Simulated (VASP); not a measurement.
Crystal: CuCl.

```
Cu Cl
1.0
     0.00000    2.67876    2.67876
     2.67876    0.00000    2.67876
     2.67876    2.67876    0.00000
Cu Cl
1 1
Direct
  0.00000 0.00000 0.00000
  0.25000 0.25000 0.25000
```

- Program: VASP 6.6.1
- Task: relaxation of cell and atoms
- Functional: HSE06
- Potentials or basis: VASP PAW PBE potentials, release 64 (Cu, Cl)
- Cutoff: 600 eV
- k mesh: 6 × 6 × 6
- Occupations: fermi-dirac, width 0.02 eV
- Spin: no spin polarisation

At the start: pressure 2.5 GPa; volume 19.22 Å³/atom.

**Question.** How do energy, volume and symmetry change on relaxing?

**Answer.** Over 4 steps the energy falls by 7.6 meV/atom and the volume is 20.20 Å³/atom (+5.1 %); space group F-43m (No. 216, to 0.1 Å) before and after.

The path:
```tsv
step	energy change (eV)	largest force (eV/Å)	pressure (GPa)	volume (Å³)
1	0.0000	0.0000	2.53	38.44
2	-0.0150	0.0000	0.27	40.16
3	-0.0153	0.0000	0.05	40.36
4	-0.0153	0.0000	-0.01	40.41
```

Final structure:
```
Cu Cl
1.0
     0.00000    2.72364    2.72364
     2.72364    0.00000    2.72364
     2.72364    2.72364    0.00000
Cu Cl
1 1
Direct
  0.00000 0.00000 0.00000
  0.25000 0.25000 0.25000
```

Caveat: the PAW data sets were made with another functional, which shifts forces and pressure a little.
